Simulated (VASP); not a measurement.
Write the native input for VASP 6.6.1 that does the following.

```
Task                   : single point
Functional             : PBE
Potentials or basis    : VASP PAW PBE potentials, release 64 (W_sv)
Cutoff                 : 520 eV
k mesh                 : 9 × 9 × 9
Occupations            : fermi-dirac, width 0.05 eV
Spin                   : no spin polarisation
Dipole correction      : no
Further INCAR settings : ALGO = Normal; EDIFF = 1e-06; NBANDS = 66
```

The structure of W lies in POSCAR:

```
W
1.0
    5.0830000000      0.0000000000      0.0000000000
    0.0000000000      5.0830000000      0.0000000000
    0.0000000000      0.0000000000      4.9813400000
W
8
Direct
    0.0000000000      0.0000000000      0.0000000000
    0.5000000000      0.5000000000      0.5000000000
    0.0000000000      0.5000000000      0.2500000000
    0.0000000000      0.5000000000      0.7500000000
    0.2501891696      0.0000000000      0.5000000000
    0.7498108304      0.0000000000      0.5000000000
    0.5000000000      0.7501891696      0.0000000000
    0.5000000000      0.2498108304      0.0000000000
```

This cell differs from its parent crystal: z stretched by -2 %, then relaxed in part.

The input as run:

INCAR

```
SYSTEM = W
ALGO = Normal
EDIFF = 1E-6
ENCUT = 520
GGA = PE
ISIF = 2
ISMEAR = -1
LASPH = .TRUE.
LCHARG = .TRUE.
LELF = .TRUE.
LREAL = .FALSE.
LVHAR = .TRUE.
LWAVE = .FALSE.
NBANDS = 66
NELM = 60
PREC = Accurate
SIGMA = 0.05
```

KPOINTS

```
k-points
0
G
  9 9 9
  0 0 0
```

Potentials or basis: VASP PAW PBE potentials, release 64 (W_sv).

Run with:

```console
$ cat potpaw_PBE.64/W_sv/POTCAR > POTCAR
$ mpirun -np 1 vasp_std > vasp.out
```

It gave:

| Item | Value |
| --- | --- |
| Pressure | 6.4 GPa |
| Largest force | 0.020 eV/Å |
| Band gap on the k mesh | zero (band 56 reaches 11.33 eV, above the bottom of band 57 at 10.54 eV) |

Caveat: the cell differs from its parent crystal (z stretched by -2 %, then relaxed in part); spin-orbit coupling is left out, which moves the levels of the heavy elements.

It took 4.1 min on 1 thread of Intel(R) Xeon(R) 6975P-C (Granite Rapids) (shared host), peak memory 0.52 GiB.
